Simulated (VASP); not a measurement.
# Cs (Im-3m) in VASP: a series of runs

The runs below take Cs through single point, with PBE.

Program: VASP 6.6.1. These are calculated values, not measurements. Logs are shortened: lines on timing, memory, paths and dates and some standing lists are left out, and cuts for length are marked.

### 1 The cell of the first run

It takes space group Im-3m (No. 229, cubic). Conventional cell: a = 6.154 Å, b = 6.154 Å, c = 6.154 Å, α = 90.00°, β = 90.00°, γ = 90.00°.

### 2 Single point, PBE

INCAR reads:

```
SYSTEM = Cs
PREC = Accurate
ENCUT = 520
EDIFF = 1E-6
ISMEAR = 1
SIGMA = 1.0
LREAL = .FALSE.
LASPH = .TRUE.
NELM = 80
ALGO = Normal
ISIF = 2
LWAVE = .FALSE.
LCHARG = .FALSE.
GGA = PE
NBANDS = 10
```

KPOINTS reads:

```
Automatic mesh
0
G
  7 7 7
  0 0 0
```

POSCAR reads:

```
Cs
1.0
   -3.0771709509      3.0771709509      3.0771709509
    3.0771709509     -3.0771709509      3.0771709509
    3.0771709509      3.0771709509     -3.0771709509
Cs
1
Direct
    0.0000000000      0.0000000000      0.0000000000
```

Potentials or basis: VASP PAW PBE potentials, release 64 (Cs_sv).

Command:

```sh
$ cat potpaw_PBE.64/Cs_sv/POTCAR > POTCAR
$ mpirun -np 1 vasp_std > vasp.out
```

OUTCAR:

```text
SYSTEM = Cs
   PREC = Accurate
   ENCUT = 520
   EDIFF = 1E-6
   ISMEAR = 1
   LREAL = .FALSE.
   LASPH = .TRUE.
   NELM = 80
   ISIF = 2
   GGA = PE

 ion  position               nearest neighbor table
   1  0.000  0.000  0.000-

  LATTYP: Found a body centered cubic cell.
 ALAT       =     6.1543419018

  Lattice vectors:

 A1 = (  -3.0771709509,   3.0771709509,   3.0771709509)
 A2 = (   3.0771709509,  -3.0771709509,   3.0771709509)
 A3 = (   3.0771709509,   3.0771709509,  -3.0771709509)

Analysis of symmetry for initial positions (statically):
=====================================================================
 Subroutine PRICEL returns:
 Original cell was already a primitive cell.

 Routine SETGRP: Setting up the symmetry group for a
 body centered cubic supercell.

 Subroutine GETGRP returns: Found 48 space group operations
 (whereof 48 operations were pure point group operations)
 out of a pool of 48 trial point group operations.

The static configuration has the point symmetry O_h .

Analysis of symmetry for dynamics (positions and initial velocities):
=====================================================================
 Subroutine PRICEL returns:
 Original cell was already a primitive cell.

 Routine SETGRP: Setting up the symmetry group for a
 body centered cubic supercell.

 Subroutine GETGRP returns: Found 48 space group operations
 (whereof 48 operations were pure point group operations)
 out of a pool of 48 trial point group operations.

The dynamic configuration has the point symmetry O_h .

 Subroutine INISYM returns: Found 48 space group operations
 (whereof 48 operations are pure point group operations),
 and found     1 'primitive' translations

----------------------------------------------------------------------------------------

                                     Primitive cell

  volume of cell :     116.5507

  direct lattice vectors                    reciprocal lattice vectors
    -3.077170951  3.077170951  3.077170951     0.000000000  0.162486910  0.162486910
     3.077170951 -3.077170951  3.077170951     0.162486910  0.000000000  0.162486910
     3.077170951  3.077170951 -3.077170951     0.162486910  0.162486910  0.000000000

  length of vectors
     5.329816431  5.329816431  5.329816431     0.229791192  0.229791192  0.229791192

  position of ions in fractional coordinates (direct lattice)
     0.000000000  0.000000000  0.000000000

  ion indices of the primitive-cell ions
   primitive index   ion index
                 1           1

----------------------------------------------------------------------------------------

 KPOINTS: Automatic mesh

Automatic generation of k-mesh.
 Grid dimensions read from file:
 generate k-points for:    7    7    7

 Generating k-lattice:

  Cartesian coordinates                     Fractional coordinates (reciprocal lattice)
     0.000000000  0.023212416  0.023212416     0.142857143  0.000000000  0.000000000
     0.023212416  0.000000000  0.023212416     0.000000000  0.142857143  0.000000000
     0.023212416  0.023212416  0.000000000     0.000000000  0.000000000  0.142857143

  Length of vectors
     0.032827313  0.032827313  0.032827313

  Shift w.r.t. Gamma in fractional coordinates (k-lattice)
     0.000000000  0.000000000  0.000000000

 Subroutine IBZKPT returns following result:
 ===========================================

 Found     20 irreducible k-points:

 Following reciprocal coordinates:
            Coordinates               Weight
  0.000000  0.000000  0.000000      1.000000
  0.142857  0.000000  0.000000     12.000000
  0.285714  0.000000  0.000000     12.000000
  0.428571  0.000000  0.000000     12.000000
  0.142857  0.142857  0.000000     24.000000
  0.285714  0.142857  0.000000     48.000000
[... 12 lines left out ...]
 -0.428571 -0.428571  0.285714      8.000000
 -0.428571  0.428571  0.428571      6.000000
   k-points           NKPTS =     20   k-points in BZ     NKDIM =     20   number of bands    NBANDS=     10
   number of dos      NEDOS =    301   number of ions     NIONS =      1
   total plane-waves  NPLWV =  64000
   dimension x,y,z NGX =    40 NGY =   40 NGZ =   40
   dimension x,y,z NGXF=    80 NGYF=   80 NGZF=   80
   ions per type =               1
   NGX,Y,Z   is equivalent  to a cutoff of  12.48, 12.48, 12.48 a.u.
   NGXF,Y,Z  is equivalent  to a cutoff of  24.95, 24.95, 24.95 a.u.
 SYSTEM =  Cs
   PREC   = accura    normal or accurate (medium, high low for compatibility)
   ISTART =      0    job   : 0-new  1-cont  2-samecut
   ICHARG =      2    charge: 1-file 2-atom 10-const
   ISPIN  =      1    spin polarized calculation?
   LNONCOLLINEAR =      F non collinear calculations
   LSORBIT =      F    spin-orbit coupling
   LASPH  =      T    aspherical Exc in radial PAW
   ENCUT  =  520.0 eV  38.22 Ry    6.18 a.u.   9.91  9.91  9.91*2*pi/ulx,y,z
   NELM   =     80;   NELMIN=  2; NELMDL= -5     # of ELM steps
   EDIFF  = 0.1E-05   stopping-criterion for ELM
   LREAL  =      F    real-space projection
   EDIFFG = 0.1E-04   stopping-criterion for IOM
   NSW    =      0    number of steps for IOM
   IBRION =     -1    ionic relax: 0-MD 1-quasi-New 2-CG
   NFREE  =      0    steps in history (QN), initial steepest desc. (CG)
   ISIF   =      2    stress and relaxation
   ISYM   =      2    0-nonsym 1-usesym 2-fastsym
   POTIM  = 0.5000    time-step for ionic-motion
   TEBEG  =    0.0;   TEEND  =   0.0 temperature during run
   PSTRESS=    0.0 pullay stress
   NELECT =       9.0000    total number of electrons
   NUPDOWN=      -1.0000    fix difference up-down
   EMIN   =  10.00;   EMAX   =-10.00  energy-range for DOS
   EFERMI =   0.00;   METHOD = LEGACY
   ISMEAR =     1;   SIGMA  =   1.00  broadening in eV -4-tet -1-fermi 0-gaus
   EFERMI_NEDOS =   21; number of points for ismear=-14 and -15
   IALGO  =     38    algorithm
   IMIX   =      4    mixing-type and parameters
     AMIX     =   0.40;   BMIX     =  1.00
     AMIX_MAG =   1.60;   BMIX_MAG =  1.00
  volume/ion in A,a.u.               =     116.55       786.52
  Fermi-wavevector in a.u.,A,eV,Ry     =   0.697136  1.317396  6.612408  0.485998
  Thomas-Fermi vector in A             =   1.780379
   LORBIT       =      0    0 simple, 1 ext, 2 COOP (PROOUT), +10 PAW based schemes
   GGA     = PE    functional components
   LHFCALC =     F    Hartree Fock is set to
   AEXX    =    0.0000 exact exchange contribution
   IVDW    =     0    specifies the selected vdW correction
   LEPSILON=     F    determine dielectric tensor
   LRPA    =     F    only Hartree local field effects (RPA)
 non-spin polarized calculation
 Methfessel and Paxton  Order N= 1 SIGMA  =   1.00
  energy-cutoff  :      520.00
  volume of cell :      116.55
 maximum number of plane-waves:      3164
   NGX = 19   NGY = 19   NGZ = 19

 number of electron       9.0000002 magnetization

 Free energy of the ion-electron system (eV)
  ---------------------------------------------------
  ext. energy  EPLUGINS =         0.00000000
  ---------------------------------------------------
  free energy    TOTEN  =        -0.83939749 eV

  energy without entropy =       -0.87381217  energy(sigma->0) =       -0.85086905

 E-fermi :   0.4301     XC(G=0):  -5.3767

 val. band max:        0.4098952351   @ k =  -0.2857   0.4286   0.1429
 cond. band min:       0.4847642486   @ k =  -0.4286   0.4286   0.1429
 fundamental gap:      0.0748690135
 Fermi energy:         0.4301453531

 k-point     1 :       0.0000    0.0000    0.0000
  band No.  band energies     occupation
      1     -23.4568      2.00000
      2     -10.2005      2.00000
      3     -10.2005      2.00000
      4     -10.2005      2.00000
      5      -1.2465      2.03915
      6       2.9039     -0.00260
      7       2.9039     -0.00260
      8       2.9039     -0.00260
      9       3.7443     -0.00003
     10       3.7443     -0.00003

 k-point     2 :       0.1429    0.0000    0.0000
  band No.  band energies     occupation
      1     -23.4556      2.00000
      2     -10.2258      2.00000
      3     -10.2087      2.00000
      4     -10.2005      2.00000
      5      -1.0268      2.05904
      6       2.6538     -0.00727
      7       2.6851     -0.00645
      8       3.1253     -0.00093
      9       3.5284     -0.00011
     10       3.7156     -0.00003

 k-point     3 :       0.2857    0.0000    0.0000
  band No.  band energies     occupation
      1     -23.4529      2.00000
      2     -10.2815      2.00000
      3     -10.2272      2.00000
      4     -10.2005      2.00000
      5      -0.4327      2.00885
      6       1.9756     -0.05117
      7       2.3199     -0.02246
      8       3.6402     -0.00006
      9       3.7686     -0.00002
     10       3.7801     -0.00002

 k-point     4 :       0.4286    0.0000    0.0000
  band No.  band energies     occupation
      1     -23.4508      2.00000
      2     -10.3248      2.00000
      3     -10.2419      2.00000
      4     -10.2006      2.00000
      5       0.2890      1.23633
      6       1.4039     -0.04437
      7       2.0943     -0.04026
      8       3.6264     -0.00006
      9       4.0692     -0.00000
     10       4.7519     -0.00000
[... 170 lines left out ...]
 k-point    18 :      -0.4286    0.4286    0.2857
  band No.  band energies     occupation
      1     -23.4478      2.00000
      2     -10.3037      2.00000
      3     -10.2723      2.00000
      4     -10.2588      2.00000
      5       0.8717      0.32731
      6       1.3212     -0.01963
      7       2.5035     -0.01253
      8       2.7383     -0.00523
      9       3.5271     -0.00011
     10       4.5575     -0.00000

 k-point    19 :      -0.4286   -0.4286    0.2857
  band No.  band energies     occupation
      1     -23.4469      2.00000
      2     -10.2956      2.00000
      3     -10.2956      2.00000
      4     -10.2628      2.00000
      5       1.1610      0.05961
      6       1.1610      0.05961
      7       2.2287     -0.02897
      8       3.3999     -0.00022
      9       3.3999     -0.00022
     10       4.5660     -0.00000

 k-point    20 :      -0.4286    0.4286    0.4286
  band No.  band energies     occupation
      1     -23.4461      2.00000
      2     -10.2932      2.00000
      3     -10.2889      2.00000
      4     -10.2889      2.00000
      5       1.0504      0.14223
      6       1.1475      0.06845
      7       3.0953     -0.00107
      8       3.2109     -0.00060
      9       3.2109     -0.00060
     10       4.6547     -0.00000

------------------------ aborting loop because EDIFF is reached ----------------------------------------

  FORCE on cell =-STRESS in cart. coord.  units (eV):
  Direction    XX          YY          ZZ          XY          YZ          ZX
  --------------------------------------------------------------------------------------
  -------------------------------------------------------------------------------------
  Total       -0.0151105     -0.0151105     -0.0151105     -0.0000000     -0.0000000      0.0000000
  in kB       -0.2077181     -0.2077181     -0.2077181     -0.0000000     -0.0000000      0.0000000
  external PRESSURE =      -0.2077181 kB  Pullay stress =       0.0000000 kB

 VOLUME and BASIS-vectors are now :
 -----------------------------------------------------------------------------
  energy-cutoff  :      520.00
  volume of cell :      116.55
      direct lattice vectors                 reciprocal lattice vectors
    -3.077170951  3.077170951  3.077170951     0.000000000  0.162486910  0.162486910
     3.077170951 -3.077170951  3.077170951     0.162486910  0.000000000  0.162486910
     3.077170951  3.077170951 -3.077170951     0.162486910  0.162486910  0.000000000

 POSITION                                       TOTAL-FORCE (eV/Angst)
 -----------------------------------------------------------------------------------
      0.00000      0.00000      0.00000        -0.000000     -0.000000      0.000000
 -----------------------------------------------------------------------------------
    total drift:                               -0.000000      0.000000      0.000000

  FREE ENERGIE OF THE ION-ELECTRON SYSTEM (eV)
  ---------------------------------------------------
  free  energy   TOTEN  =        -0.8393974921 eV

  energy  without entropy=       -0.8738121705  energy(sigma->0) =       -0.85086905
```

Wall time 41 s (1 thread of AMD EPYC 7R13, shared host); peak memory 0.2 GiB.

Results:

| Item | Value |
| --- | --- |
| Free energy | -0.8394 eV |
| Pressure | 0.0 GPa |
| Band gap on the k mesh | zero (an odd number of electrons rules out a gap without spin polarisation) |

Levels at points of the mesh, in eV from the Fermi level:
```tsv
k point	band 3	band 4	band 5	band 6	band 7	band 8
(0.00, 0.00, 0.00)	-10.63	-10.63	-1.68	2.47	2.47	2.47
```

Caveat: so wide a smearing shifts energies and pressures; spin-orbit coupling is left out, which moves the levels of the heavy elements.

### 3 Single point, PBE

INCAR reads:

```
SYSTEM = Cs
PREC = Accurate ; ENCUT = 520
EDIFF = 1E-6 ; ISMEAR = -1
SIGMA = 0.1 ; LREAL = .False.
LASPH = .True. ; NELM = 60
ALGO = Normal ; ISIF = 2
LWAVE = .False. ; LCHARG = .False.
GGA = PE ; NBANDS = 10
```

KPOINTS reads:

```
Automatic mesh
0
Gamma
  8 8 8
  0 0 0
```

POSCAR is that of step 2.

Potentials or basis: VASP PAW PBE potentials, release 64 (Cs_sv).

Command:

```sh
$ cat potpaw_PBE.64/Cs_sv/POTCAR > POTCAR
$ mpirun -np 1 vasp_std > vasp.out
```

Wall time 55 s (1 thread of AMD EPYC 7R13, shared host); peak memory 0.21 GiB.

Results (log left out):

```yaml
Free_energy: -0.8704 eV
Pressure: 0.0 GPa
Band_gap_on_the_k_mesh: zero (an odd number of electrons rules out a gap without spin polarisation)
```

Levels at points of the mesh, in eV from the Fermi level:
| k point | band 1 | band 2 | band 3 | band 4 | band 5 | band 6 | band 7 | band 8 | band 9 |
| --- | --- | --- | --- | --- | --- | --- | --- | --- | --- |
| (0.00, 0.00, 0.00) | -23.86 | -10.60 | -10.60 | -10.60 | -1.66 | 2.49 | 2.49 | 2.49 | 3.34 |
| (0.50, 0.00, 0.00) | -23.85 | -10.74 | -10.65 | -10.60 | 0.05 | 0.86 | 1.65 | 3.17 | 3.78 |
| (0.50, 0.50, 0.50) | -23.85 | -10.70 | -10.70 | -10.70 | 0.66 | 0.66 | 2.98 | 2.98 | 2.98 |

Caveat: spin-orbit coupling is left out, which moves the levels of the heavy elements.

### 4 Single point, PBE

INCAR reads:

```
PREC     = Accurate       # precision mode
ENCUT    = 520            # plane-wave cutoff, eV
EDIFF    = 1E-6           # SCF threshold, eV
ISMEAR   = -1             # smearing method
SIGMA    = 0.1            # smearing width, eV
LREAL    = F              # projectors in reciprocal space
LASPH    = T              # aspherical terms in the spheres
NELM     = 60             # most SCF steps
ALGO     = Normal         # electronic algorithm
ISIF     = 2              # what is computed and relaxed
LWAVE    = F              # write WAVECAR
LCHARG   = T              # write CHGCAR
GGA      = PE             # functional
LELF     = T              # ELF
LVHAR    = T            
NBANDS   = 10             # bands
```

KPOINTS reads:

```
regular mesh
0
Gamma
  11 11 11
```

POSCAR is that of step 3.

Command:

```sh
$ cat potpaw_PBE.64/Cs_sv/POTCAR > POTCAR
$ mpirun -np 1 vasp_std > vasp.out
```

Run time: 96 s. Hardware: 1 thread of AMD EPYC 7R13, shared host; peak memory 0.23 GiB.

Results (log left out):

```
Free energy            : -0.8716 eV
Pressure               : 0.0 GPa
Band gap on the k mesh : zero (an odd number of electrons rules out a gap without spin polarisation)
```

Levels at points of the mesh, in eV from the Fermi level:
| k point | band 2 | band 3 | band 4 | band 5 | band 6 | band 7 |
| --- | --- | --- | --- | --- | --- | --- |
| (0.00, 0.00, 0.00) | -10.60 | -10.60 | -10.60 | -1.66 | 2.49 | 2.49 |

Caveat: spin-orbit coupling is left out, which moves the levels of the heavy elements.

### 5 Single point, PBE

INCAR reads:

```
ALGO = Normal
EDIFF = 1E-6
ENCUT = 520
GGA = PE
ISIF = 2
ISMEAR = -1
LASPH = T
LCHARG = F
LREAL = F
LWAVE = F
NBANDS = 10
NELM = 100
PREC = Accurate
SIGMA = 0.1
```

KPOINTS reads:

```
k-points
0
Gamma
  12 12 12
```

POSCAR is that of step 4.

Command:

```sh
$ cat potpaw_PBE.64/Cs_sv/POTCAR > POTCAR
$ mpirun -np 1 vasp_std > vasp.out
```

Wall time 1.9 min (1 thread of AMD EPYC 7R13, shared host); peak memory 0.25 GiB.

Results (log left out):

```
Free energy            : -0.8712 eV
Pressure               : 0.0 GPa
Band gap on the k mesh : zero (an odd number of electrons rules out a gap without spin polarisation)
```

Levels at points of the mesh, in eV from the Fermi level:
| k point | band 1 | band 2 | band 3 | band 4 | band 5 | band 6 | band 7 | band 8 |
| --- | --- | --- | --- | --- | --- | --- | --- | --- |
| (0.00, 0.00, 0.00) | -23.86 | -10.60 | -10.60 | -10.60 | -1.66 | 2.49 | 2.49 | 2.49 |
| (0.50, 0.00, 0.00) | -23.85 | -10.73 | -10.65 | -10.60 | 0.05 | 0.87 | 1.65 | 3.17 |
| (0.50, 0.50, 0.50) | -23.85 | -10.70 | -10.70 | -10.70 | 0.67 | 0.67 | 2.99 | 2.99 |

Caveat: spin-orbit coupling is left out, which moves the levels of the heavy elements.

### 6 Summary

| k mesh | smearing | gap on the mesh (eV) | pressure (GPa) |
| --- | --- | --- | --- |
| 7 × 7 × 7 | methfessel-paxton 1 eV | none | 0.0 |
| 8 × 8 × 8 | fermi-dirac 0.1 eV | none | 0.0 |
| 11 × 11 × 11 | fermi-dirac 0.1 eV | none | 0.0 |
| 12 × 12 × 12 | fermi-dirac 0.1 eV | none | 0.0 |

Alike in all rows: task single point; level PBE; potentials or basis VASP PAW PBE potentials, release 64 (Cs_sv); no spin polarisation; cell as given; cutoff (eV) 520.

Caveats: spin-orbit coupling is left out, which moves the levels of the heavy elements; so wide a smearing shifts energies and pressures (at least some runs).

Total energies depend on the potentials used, so only differences within one code and one set of settings carry meaning.
